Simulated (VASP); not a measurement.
# Li2Nb (P6/mmm) in VASP: a series of runs, part 2 of 2

VASP 6.6.1.

## Step 4: Single point, PBE, collinear spin, ferromagnetic start

This run uses another cell than the first one, of 16.72 Å³/atom, 1.180 times its volume.

File INCAR:

```
SYSTEM = Li2Nb
PREC = Accurate
ENCUT = 520
EDIFF = 1E-6
ISMEAR = 0
SIGMA = 0.1
LREAL = .False.
LASPH = .True.
NELM = 150
ALGO = Normal
ISIF = 2
LWAVE = .False.
LCHARG = .False.
ISPIN = 2
MAGMOM = 0 0 1
LORBIT = 11
LMAXMIX = 4
GGA = PE
NBANDS = 20
```

File KPOINTS:

```
regular mesh
0
Gamma
  6 6 6
  0 0 0
```

File POSCAR:

```
Li2Nb
1.0
    4.7469420686      0.0000000000      0.0000000000
   -2.3734710343      4.1109724217      0.0000000000
    0.0000000000      0.0000000000      2.5696532550
Li Nb
2 1
Direct
    0.3333333333      0.6666666667      0.5000000000
    0.6666666667      0.3333333333      0.5000000000
    0.0000000000      0.0000000000      0.0000000000
```

Potentials or basis: VASP PAW PBE potentials, release 64 (Li_sv, Nb_sv).

Command:

```console
$ cat potpaw_PBE.64/Li_sv/POTCAR potpaw_PBE.64/Nb_sv/POTCAR > POTCAR
$ mpirun -np 1 vasp_std > vasp.out
```

OUTCAR:

```text
SYSTEM = Li2Nb
   PREC = Accurate
   ENCUT = 520
   EDIFF = 1E-6
   ISMEAR = 0
   LREAL = .False.
   LASPH = .True.
   NELM = 150
   ISIF = 2
   ISPIN = 2
   LORBIT = 11
   GGA = PE

 ion  position               nearest neighbor table
   1  0.333  0.667  0.500-
   2  0.667  0.333  0.500-
   3  0.000  0.000  0.000-

  LATTYP: Found a hexagonal cell.
 ALAT       =     4.7469420686
 C/A-ratio  =     0.5413281262

  Lattice vectors:

 A1 = (   4.7469420686,   0.0000000000,   0.0000000000)
 A2 = (  -2.3734710343,   4.1109724217,   0.0000000000)
 A3 = (   0.0000000000,   0.0000000000,   2.5696532550)

Analysis of symmetry for initial positions (statically):
=====================================================================
 Subroutine PRICEL returns:
 Original cell was already a primitive cell.

 Routine SETGRP: Setting up the symmetry group for a
[... 746 lines left out ...]
     20      16.5394      0.00000

 [... further k-points ...]

 spin component 2

 k-point     1 :       0.0000    0.0000    0.0000
  band No.  band energies     occupation
      1     -50.1660      1.00000
      2     -40.6245      1.00000
      3     -40.5914      1.00000
      4     -26.3346      1.00000
      5     -26.3346      1.00000
      6     -24.8014      1.00000
[... 541 lines left out ...]
     19      15.5374      0.00000
     20      16.5397      0.00000

 [... further k-points ...]
[... 5 lines left out ...]
  --------------------------------------------------------------------------------------
  -------------------------------------------------------------------------------------
  Total       -0.0104348     -0.0104348     -0.0795612      0.0000000      0.0000000      0.0000000
  in kB       -0.3333982     -0.3333982     -2.5420208      0.0000000      0.0000000      0.0000000
  external PRESSURE =      -1.0696057 kB  Pullay stress =       0.0000000 kB

 VOLUME and BASIS-vectors are now :
 -----------------------------------------------------------------------------
  energy-cutoff  :      520.00
  volume of cell :       50.15
      direct lattice vectors                 reciprocal lattice vectors
     4.746942069  0.000000000  0.000000000     0.210661935  0.121625725  0.000000000
    -2.373471034  4.110972422  0.000000000     0.000000000  0.243251449  0.000000000
     0.000000000  0.000000000  2.569653255     0.000000000  0.000000000  0.389157564

 POSITION                                       TOTAL-FORCE (eV/Angst)
 -----------------------------------------------------------------------------------
     -0.00000      2.74065      1.28483         0.000000     -0.000000      0.000000
      2.37347      1.37032      1.28483        -0.000000      0.000000     -0.000000
      0.00000      0.00000      0.00000         0.000000      0.000000      0.000000
 -----------------------------------------------------------------------------------
    total drift:                                0.000000      0.000000     -0.000000

  FREE ENERGIE OF THE ION-ELECTRON SYSTEM (eV)
  ---------------------------------------------------
  free  energy   TOTEN  =       -12.6417827625 eV

  energy  without entropy=      -12.6290558168  energy(sigma->0) =      -12.63541929

 total charge

# of ion       s       p       d       tot
------------------------------------------
    1        2.043   0.071   0.000   2.114
    2        2.043   0.071   0.000   2.114
    3        2.223   5.942   2.546  10.711
--------------------------------------------------
tot          6.309   6.083   2.546  14.939

 magnetization (x)

# of ion       s       p       d       tot
------------------------------------------
    1       -0.000   0.000   0.000   0.000
    2       -0.000   0.000   0.000   0.000
    3       -0.000   0.000   0.001   0.001
--------------------------------------------------
tot         -0.000   0.000   0.001   0.001
```

OSZICAR:

```text
N       E                     dE             d eps       ncg     rms          rms(c)
DAV:   1     0.157983060752E+03    0.15798E+03   -0.92440E+03  2240   0.998E+02
DAV:   2     0.191961503210E+01   -0.15606E+03   -0.14978E+03  2684   0.327E+02
DAV:   3    -0.129806833493E+02   -0.14900E+02   -0.14546E+02  4184   0.647E+01
DAV:   4    -0.135043455990E+02   -0.52366E+00   -0.51777E+00  3168   0.139E+01
DAV:   5    -0.135318328318E+02   -0.27487E-01   -0.27469E-01  3688   0.286E+00    0.780E+00
DAV:   6    -0.126712758480E+02    0.86056E+00   -0.32034E+00  3464   0.989E+00    0.227E+00
DAV:   7    -0.126497423534E+02    0.21533E-01   -0.18914E-01  2856   0.268E+00    0.139E+00
DAV:   8    -0.126399369727E+02    0.98054E-02   -0.43119E-02  3208   0.132E+00    0.106E+00
DAV:   9    -0.126413521993E+02   -0.14152E-02   -0.80021E-03  3444   0.581E-01    0.311E-01
DAV:  10    -0.126416228207E+02   -0.27062E-03   -0.11896E-03  3204   0.263E-01    0.161E-01
DAV:  11    -0.126417823100E+02   -0.15949E-03   -0.36155E-04  3116   0.155E-01    0.272E-02
DAV:  12    -0.126417831889E+02   -0.87892E-06   -0.28275E-05  3284   0.335E-02    0.145E-02
DAV:  13    -0.126417827625E+02    0.42646E-06   -0.48321E-06  3368   0.149E-02
   1 F= -.12641783E+02 E0= -.12635419E+02  d E =-.127269E-01  mag=     0.0018
```

stdout:

```text
POSCAR found type information on POSCAR LiNb
 POSCAR found :  2 types and       3 ions
 scaLAPACK will be used
 LDA part: xc-table for (Slater+PW92), standard interpolation
 POSCAR, INCAR and KPOINTS ok, starting setup
 FFT: planning ... GRIDC
 FFT: planning ... GRID_SOFT
 FFT: planning ... GRID
 WAVECAR not read
 entering main loop
```

It took 36 s on 1 thread of Intel Xeon Platinum 8259CL at 2.50GHz (Skylake/Cascade Lake), shared host; peak memory 0.2 GiB.

What came out:

| Item | Value |
| --- | --- |
| Free energy | -12.6418 eV |
| Net moment | 0.00 μB per cell |
| Valence electrons inside the program's atomic spheres | Li 2.11; Nb 10.71 |

Levels at points of the mesh, in eV from the Fermi level:
Spin up:
| k point | band 5 | band 6 | band 7 | band 8 | band 9 | band 10 | band 11 | band 12 | band 13 | band 14 |
| --- | --- | --- | --- | --- | --- | --- | --- | --- | --- | --- |
| (0.00, 0.00, 0.00) | -31.04 | -29.51 | -4.55 | -2.18 | -1.58 | -1.58 | 3.24 | 3.24 | 4.19 | 4.19 |
| (0.50, 0.00, 0.00) | -31.04 | -29.51 | -3.46 | -2.04 | -1.84 | -0.24 | 0.00 | 0.32 | 4.10 | 4.17 |
| (0.00, 0.00, 0.50) | -30.77 | -30.77 | -1.77 | -1.77 | -1.45 | 0.99 | 0.99 | 2.05 | 5.78 | 5.95 |
| (0.50, 0.00, 0.50) | -30.77 | -30.77 | -2.21 | -2.00 | -0.10 | 1.20 | 1.56 | 2.16 | 2.77 | 6.72 |
Spin down:
```csv
k point,band 5,band 6,band 7,band 8,band 9,band 10,band 11,band 12,band 13,band 14
"(0.00, 0.00, 0.00)",-31.04,-29.51,-4.55,-2.18,-1.58,-1.58,3.24,3.24,4.19,4.19
"(0.50, 0.00, 0.00)",-31.04,-29.51,-3.46,-2.04,-1.83,-0.24,0.00,0.32,4.10,4.17
"(0.00, 0.00, 0.50)",-30.77,-30.77,-1.77,-1.77,-1.45,0.99,0.99,2.05,5.78,5.95
"(0.50, 0.00, 0.50)",-30.77,-30.77,-2.21,-2.00,-0.10,1.20,1.56,2.16,2.77,6.72
```

Caveat: the k points lie up to 0.41 Å⁻¹ apart; the cutoff is under 1.25 times the usual one of these potentials, so pressure, stress and relaxed cells hold a basis-set (Pulay) error.

## Step 5: Overview

| task | spin | cell | k mesh | cutoff (eV) | gap on the mesh (eV) |
| --- | --- | --- | --- | --- | --- |
| relaxation of cell and atoms | off | relaxed from a = 4.255, b = 4.255, c = 2.711 Å, angles 90.0, 90.0, 120.0°, 3 atoms | 6 × 6 × 6 | 600 | none |
| single point | off | a = 4.774, b = 4.774, c = 5.076 Å, angles 90.0, 90.0, 120.0°, 6 atoms | 6 × 6 × 4 | 520 | none |
| single point | collinear, ferromagnetic start | a = 4.747, b = 4.747, c = 2.570 Å, angles 90.0, 90.0, 120.0°, 3 atoms | 6 × 6 × 6 | 520 | none |

Alike in all rows: level PBE; potentials or basis VASP PAW PBE potentials, release 64 (Li_sv, Nb_sv); smearing gaussian 0.1 eV.

Caveats: some runs use coarse meshes; the cutoff is under 1.25 times the usual one of these potentials, so pressure, stress and relaxed cells hold a basis-set (Pulay) error; the volume moved by over 15 % at a fixed basis, so the end points are rough (some runs).

Absolute energies hang on the potentials; compare differences alone.
